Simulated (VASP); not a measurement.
# In3B2H3 (P4/mmm) in VASP: single point with PBE

Aim: the single point of In3B2H3 with PBE.

Everything below comes from runs of VASP 6.6.1. Logs are shortened: lines on timing, memory, paths and dates and some standing lists are left out, and cuts for length are marked.

## Step 1: The cell of the first run

It takes space group P4/mmm (No. 123, tetragonal). The conventional cell has a = 4.246 Å, b = 4.246 Å, c = 6.845 Å, α = 90.00°, β = 90.00°, γ = 90.00°. Within 2.9 Å of In (site symmetry 4/mmm) lie 2 B at 2.17 Å. In (site symmetry 4/mmm) has 6 In at 3.00 to 3.42 Å and 8 B at 3.70 Å within 4.0 Å. In (site symmetry 4/mmm) has 4 H at 2.12 Å within 2.8 Å. B (site symmetry 4mm) has 1 H at 1.25 Å within 1.7 Å. Within 1.7 Å of H (site symmetry 4/mmm) lie 2 B at 1.25 Å. Within 2.8 Å of H (site symmetry mmm) lie 2 In at 2.12 Å and 2 H at 2.12 Å and 4 B at 2.47 Å.

## Step 2: Single point, PBE

INCAR

```
SYSTEM = In3B2H3
PREC = Accurate ; ENCUT = 500
EDIFF = 1E-6 ; ISMEAR = 0
SIGMA = 0.15 ; LREAL = .FALSE.
LASPH = .TRUE. ; NELM = 120
ALGO = Normal ; ISIF = 2
LWAVE = .FALSE. ; LCHARG = .FALSE.
GGA = PE ; NBANDS = 34
GGA_COMPAT = .FALSE.
```

KPOINTS

```
Automatic mesh
0
G
  3 3 2
  0 0 0
```

POSCAR

```
In3B2H3
1.0
    4.2463703137      0.0000000000      0.0000000000
    0.0000000000      4.2463703137      0.0000000000
    0.0000000000      0.0000000000      6.8452063435
In B H
3 2 3
Direct
    0.5000000000      0.5000000000      0.5000000000
    0.0000000000      0.0000000000      0.5000000000
    0.0000000000      0.0000000000      0.0000000000
    0.5000000000      0.5000000000      0.8168404144
    0.5000000000      0.5000000000      0.1831595856
    0.5000000000      0.5000000000      0.0000000000
    0.0000000000      0.5000000000      0.0000000000
    0.5000000000      0.0000000000      0.0000000000
```

Potentials or basis: VASP PAW PBE potentials, release 64 (In_d, B, H).

Started as:

```sh
cat potpaw_PBE.64/In_d/POTCAR potpaw_PBE.64/B/POTCAR potpaw_PBE.64/H/POTCAR > POTCAR
mpirun -np 1 vasp_std > vasp.out
```

OUTCAR:

```text
SYSTEM = In3B2H3
   PREC = Accurate
   ENCUT = 500
   EDIFF = 1E-6
   ISMEAR = 0
   LREAL = .FALSE.
   LASPH = .TRUE.
   NELM = 120
   ISIF = 2
   GGA = PE

 ion  position               nearest neighbor table
   1  0.500  0.500  0.500-   4 2.17   5 2.17   2 3.00   2 3.00   2 3.00   2 3.00
   2  0.000  0.000  0.500-   1 3.00   1 3.00   1 3.00   1 3.00   3 3.42   3 3.42
   3  0.000  0.000  0.000-   7 2.12   8 2.12   7 2.12   8 2.12   2 3.42   2 3.42
   4  0.500  0.500  0.817-   6 1.25   1 2.17
   5  0.500  0.500  0.183-   6 1.25   1 2.17
   6  0.500  0.500  0.000-   4 1.25   5 1.25
   7  0.000  0.500  0.000-   3 2.12   3 2.12
   8  0.500  0.000  0.000-   3 2.12   3 2.12

  LATTYP: Found a simple tetragonal cell.
 ALAT       =     4.2463703137
 C/A-ratio  =     1.6120135169

  Lattice vectors:

 A1 = (   4.2463703137,   0.0000000000,   0.0000000000)
 A2 = (   0.0000000000,   4.2463703137,   0.0000000000)
 A3 = (   0.0000000000,   0.0000000000,   6.8452063435)

Analysis of symmetry for initial positions (statically):
=====================================================================
 Subroutine PRICEL returns:
 Original cell was already a primitive cell.

 Routine SETGRP: Setting up the symmetry group for a
 simple tetragonal supercell.

 Subroutine GETGRP returns: Found 16 space group operations
 (whereof 16 operations were pure point group operations)
 out of a pool of 16 trial point group operations.

The static configuration has the point symmetry D_4h.

Analysis of symmetry for dynamics (positions and initial velocities):
=====================================================================
 Subroutine PRICEL returns:
 Original cell was already a primitive cell.

 Routine SETGRP: Setting up the symmetry group for a
 simple tetragonal supercell.

 Subroutine GETGRP returns: Found 16 space group operations
 (whereof 16 operations were pure point group operations)
 out of a pool of 16 trial point group operations.

The dynamic configuration has the point symmetry D_4h.

 Subroutine INISYM returns: Found 16 space group operations
 (whereof 16 operations are pure point group operations),
 and found     1 'primitive' translations

----------------------------------------------------------------------------------------

                                     Primitive cell

  volume of cell :     123.4304

  direct lattice vectors                    reciprocal lattice vectors
     4.246370314  0.000000000  0.000000000     0.235495241  0.000000000  0.000000000
     0.000000000  4.246370314  0.000000000     0.000000000  0.235495241  0.000000000
     0.000000000  0.000000000  6.845206344     0.000000000  0.000000000  0.146087634

  length of vectors
     4.246370314  4.246370314  6.845206344     0.235495241  0.235495241  0.146087634

  position of ions in fractional coordinates (direct lattice)
     0.500000000  0.500000000  0.500000000
     0.000000000  0.000000000  0.500000000
     0.000000000  0.000000000  0.000000000
     0.500000000  0.500000000  0.816840414
     0.500000000  0.500000000  0.183159586
     0.500000000  0.500000000  0.000000000
     0.000000000  0.500000000  0.000000000
     0.500000000  0.000000000  0.000000000

  ion indices of the primitive-cell ions
   primitive index   ion index
                 1           1
                 2           2
                 3           3
                 4           4
                 5           5
                 6           6
                 7           7
                 8           8

----------------------------------------------------------------------------------------

 KPOINTS: Automatic mesh

Automatic generation of k-mesh.
 Grid dimensions read from file:
 generate k-points for:    3    3    2

 Generating k-lattice:

  Cartesian coordinates                     Fractional coordinates (reciprocal lattice)
     0.078498414  0.000000000  0.000000000     0.333333333  0.000000000  0.000000000
     0.000000000  0.078498414  0.000000000     0.000000000  0.333333333  0.000000000
     0.000000000  0.000000000  0.073043817     0.000000000  0.000000000  0.500000000

  Length of vectors
     0.078498414  0.078498414  0.073043817

  Shift w.r.t. Gamma in fractional coordinates (k-lattice)
     0.000000000  0.000000000  0.000000000

 Subroutine IBZKPT returns following result:
 ===========================================

 Found      6 irreducible k-points:

 Following reciprocal coordinates:
            Coordinates               Weight
  0.000000  0.000000  0.000000      1.000000
  0.333333  0.000000  0.000000      4.000000
  0.333333  0.333333  0.000000      4.000000
  0.000000  0.000000  0.500000      1.000000
  0.333333  0.000000  0.500000      4.000000
  0.333333  0.333333  0.500000      4.000000
   k-points           NKPTS =      6   k-points in BZ     NKDIM =      6   number of bands    NBANDS=     34
   number of dos      NEDOS =    301   number of ions     NIONS =      8
   total plane-waves  NPLWV =  51200
   dimension x,y,z NGX =    32 NGY =   32 NGZ =   50
   dimension x,y,z NGXF=    64 NGYF=   64 NGZF=  100
   ions per type =               3   2   3
   NGX,Y,Z   is equivalent  to a cutoff of  12.53, 12.53, 12.14 a.u.
   NGXF,Y,Z  is equivalent  to a cutoff of  25.06, 25.06, 24.29 a.u.
 SYSTEM =  In3B2H3
   PREC   = accura    normal or accurate (medium, high low for compatibility)
   ISTART =      0    job   : 0-new  1-cont  2-samecut
   ICHARG =      2    charge: 1-file 2-atom 10-const
   ISPIN  =      1    spin polarized calculation?
   LNONCOLLINEAR =      F non collinear calculations
   LSORBIT =      F    spin-orbit coupling
   LASPH  =      T    aspherical Exc in radial PAW
   ENCUT  =  500.0 eV  36.75 Ry    6.06 a.u.   7.74  7.74 12.48*2*pi/ulx,y,z
   NELM   =    120;   NELMIN=  2; NELMDL= -5     # of ELM steps
   EDIFF  = 0.1E-05   stopping-criterion for ELM
   LREAL  =      F    real-space projection
   EDIFFG = 0.1E-04   stopping-criterion for IOM
   NSW    =      0    number of steps for IOM
   IBRION =     -1    ionic relax: 0-MD 1-quasi-New 2-CG
   NFREE  =      0    steps in history (QN), initial steepest desc. (CG)
   ISIF   =      2    stress and relaxation
   ISYM   =      2    0-nonsym 1-usesym 2-fastsym
   POTIM  = 0.5000    time-step for ionic-motion
   TEBEG  =    0.0;   TEEND  =   0.0 temperature during run
   PSTRESS=    0.0 pullay stress
   NELECT =      48.0000    total number of electrons
   NUPDOWN=      -1.0000    fix difference up-down
   EMIN   =  10.00;   EMAX   =-10.00  energy-range for DOS
   EFERMI =   0.00;   METHOD = LEGACY
   ISMEAR =     0;   SIGMA  =   0.15  broadening in eV -4-tet -1-fermi 0-gaus
   EFERMI_NEDOS =   21; number of points for ismear=-14 and -15
   IALGO  =     38    algorithm
   IMIX   =      4    mixing-type and parameters
     AMIX     =   0.40;   BMIX     =  1.00
     AMIX_MAG =   1.60;   BMIX_MAG =  1.00
  volume/ion in A,a.u.               =      15.43       104.12
  Fermi-wavevector in a.u.,A,eV,Ry     =   1.194945  2.258118 19.427662  1.427893
  Thomas-Fermi vector in A             =   2.330922
   LORBIT       =      0    0 simple, 1 ext, 2 COOP (PROOUT), +10 PAW based schemes
   GGA     = PE    functional components
   LHFCALC =     F    Hartree Fock is set to
   AEXX    =    0.0000 exact exchange contribution
   IVDW    =     0    specifies the selected vdW correction
   LEPSILON=     F    determine dielectric tensor
   LRPA    =     F    only Hartree local field effects (RPA)
 non-spin polarized calculation
 Gauss-broadening in eV      SIGMA  =   0.15
  energy-cutoff  :      500.00
  volume of cell :      123.43
 maximum number of plane-waves:      3169
 NGX is ok and might be reduce to    32
   NGX = 15   NGY = 15   NGZ = 25

 number of electron      48.0000000 magnetization

 Free energy of the ion-electron system (eV)
  ---------------------------------------------------
  ext. energy  EPLUGINS =         0.00000000
  ---------------------------------------------------
  free energy    TOTEN  =       -22.56098777 eV

  energy without entropy =      -22.52182510  energy(sigma->0) =      -22.54140644

 E-fermi :   5.1358     XC(G=0):  -9.6702

 val. band max:        4.7180359492   @ k =   0.3333   0.0000   0.5000
 cond. band min:       5.1682672716   @ k =   0.3333   0.3333   0.0000
 fundamental gap:      0.4502313223
 Fermi energy:         5.1358229271

 k-point     1 :       0.0000    0.0000    0.0000
  band No.  band energies     occupation
      1     -10.2546      2.00000
      2     -10.2124      2.00000
      3     -10.0218      2.00000
      4      -9.8412      2.00000
      5      -9.8412      2.00000
      6      -9.7364      2.00000
[... 26 lines left out ...]
     33      10.1788      0.00000
     34      10.1788      0.00000

 k-point     2 :       0.3333    0.0000    0.0000
  band No.  band energies     occupation
      1     -10.1541      2.00000
      2     -10.0323      2.00000
      3      -9.8707      2.00000
      4      -9.7983      2.00000
      5      -9.7852      2.00000
      6      -9.7563      2.00000
[... 26 lines left out ...]
     33      10.9626      0.00000
     34      11.0641      0.00000

 k-point     3 :       0.3333    0.3333    0.0000
  band No.  band energies     occupation
      1     -10.2089      2.00000
      2     -10.0030      2.00000
      3      -9.8769      2.00000
      4      -9.8214      2.00000
      5      -9.7813      2.00000
      6      -9.7373      2.00000
[... 26 lines left out ...]
     33      12.5124      0.00000
     34      13.2354      0.00000

 k-point     4 :       0.0000    0.0000    0.5000
  band No.  band energies     occupation
      1     -10.2545      2.00000
      2     -10.2076      2.00000
      3     -10.0217      2.00000
      4      -9.8384      2.00000
      5      -9.8384      2.00000
      6      -9.6736      2.00000
[... 26 lines left out ...]
     33      10.3910      0.00000
     34      10.4667      0.00000

 k-point     5 :       0.3333    0.0000    0.5000
  band No.  band energies     occupation
      1     -10.1509      2.00000
      2     -10.0323      2.00000
      3      -9.8705      2.00000
      4      -9.7971      2.00000
      5      -9.7839      2.00000
      6      -9.7055      2.00000
[... 26 lines left out ...]
     33      10.7958      0.00000
     34      11.6936      0.00000

 k-point     6 :       0.3333    0.3333    0.5000
  band No.  band energies     occupation
      1     -10.2068      2.00000
      2      -9.9981      2.00000
      3      -9.8734      2.00000
      4      -9.8190      2.00000
      5      -9.7813      2.00000
      6      -9.7211      2.00000
[... 26 lines left out ...]
     33      12.1955      0.00000
     34      12.2148      0.00000

------------------------ aborting loop because EDIFF is reached ----------------------------------------

  FORCE on cell =-STRESS in cart. coord.  units (eV):
  Direction    XX          YY          ZZ          XY          YZ          ZX
  --------------------------------------------------------------------------------------
  -------------------------------------------------------------------------------------
  Total       -0.1279219     -0.1279219     -0.2856839      0.0000000     -0.0000000      0.0000000
  in kB       -1.6604788     -1.6604788     -3.7082937      0.0000000     -0.0000000      0.0000000
  external PRESSURE =      -2.3430838 kB  Pullay stress =       0.0000000 kB

 VOLUME and BASIS-vectors are now :
 -----------------------------------------------------------------------------
  energy-cutoff  :      500.00
  volume of cell :      123.43
      direct lattice vectors                 reciprocal lattice vectors
     4.246370314  0.000000000  0.000000000     0.235495241  0.000000000  0.000000000
     0.000000000  4.246370314  0.000000000     0.000000000  0.235495241  0.000000000
     0.000000000  0.000000000  6.845206344     0.000000000  0.000000000  0.146087634

 POSITION                                       TOTAL-FORCE (eV/Angst)
 -----------------------------------------------------------------------------------
      2.12319      2.12319      3.42260         0.000000     -0.000000      0.000000
      0.00000      0.00000      3.42260         0.000000     -0.000000      0.000000
      0.00000      0.00000      0.00000         0.000000     -0.000000      0.000000
      2.12319      2.12319      5.59144         0.000000      0.000000     -0.031315
      2.12319      2.12319      1.25377        -0.000000      0.000000      0.031315
      2.12319      2.12319      0.00000         0.000000     -0.000000      0.000000
      0.00000      2.12319      0.00000         0.000000     -0.000000      0.000000
      2.12319      0.00000      0.00000         0.000000     -0.000000      0.000000
 -----------------------------------------------------------------------------------
    total drift:                                0.000000      0.000000     -0.000000

  FREE ENERGIE OF THE ION-ELECTRON SYSTEM (eV)
  ---------------------------------------------------
  free  energy   TOTEN  =       -22.5609877655 eV

  energy  without entropy=      -22.5218251047  energy(sigma->0) =      -22.54140644
```

It took 38 s on 1 thread of Intel Xeon 8259CL, shared host; peak memory 0.22 GiB.

What came out:

```
Free energy            : -22.5610 eV
Pressure               : -0.2 GPa
Largest force          : 0.031 eV/Å
Band gap on the k mesh : zero (band 24 reaches 5.67 eV, above the bottom of band 25 at 4.38 eV)
```

Forces on the atoms (eV/Å):
```
In   0.000  0.000  0.000
In   0.000  0.000  0.000
In   0.000  0.000  0.000
B    0.000  0.000 -0.031
B    0.000  0.000  0.031
H    0.000  0.000  0.000
H    0.000  0.000  0.000
H    0.000  0.000  0.000
```

Stress tensor (GPa, compression positive):
```
-0.17  0.00  0.00
 0.00 -0.17  0.00
 0.00  0.00 -0.37
```

Caveat: the k points lie up to 0.49 Å⁻¹ apart; spin-orbit coupling is left out, which moves the levels of the heavy elements.
